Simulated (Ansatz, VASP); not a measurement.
# Two plane-wave programs on HgTe

```
Hg Te
1.0
     0.00000    3.38783    3.14071
     3.38783    0.00000    3.14071
     3.38783    3.38783    0.00000
Hg Te
1 1
Direct
  0.00000 0.00000 0.00000
  0.25000 0.25000 0.25000
```

Change from the starting cell: epitaxial_xy strain +3.0%.

Alike in both runs: task single point; functional HSE06; k mesh 4 × 4 × 4; occupations fermi-dirac, width 0.02 eV; no spin polarisation.

|  | VASP | Ansatz |
| --- | --- | --- |
| version | VASP 6.6.1 | Ansatz 0.2.0 |
| potentials or method | VASP PAW PBE potentials, release 64 (Hg, Te) | plane waves, PAW |
| plane-wave cutoff (eV) | 520 | 420 |
| valence electrons in the cell | 18 | 36 |

```csv
,VASP,Ansatz,Ansatz less VASP
pressure (GPa),-0.5,-0.4,+0.07
"traceless stress, the component that is largest in VASP (GPa)",0.71,0.70,-0.006
```

The functional is the same, so the differences come from potentials, cutoffs and numerics. VASP's potentials hold 18 valence electrons a cell and Ansatz's 36, so a difference there can come from the potentials and not from the codes. Ansatz's warnings: stress exchange threshold loose, stress scf threshold loose.

Neither program's run includes spin-orbit coupling.
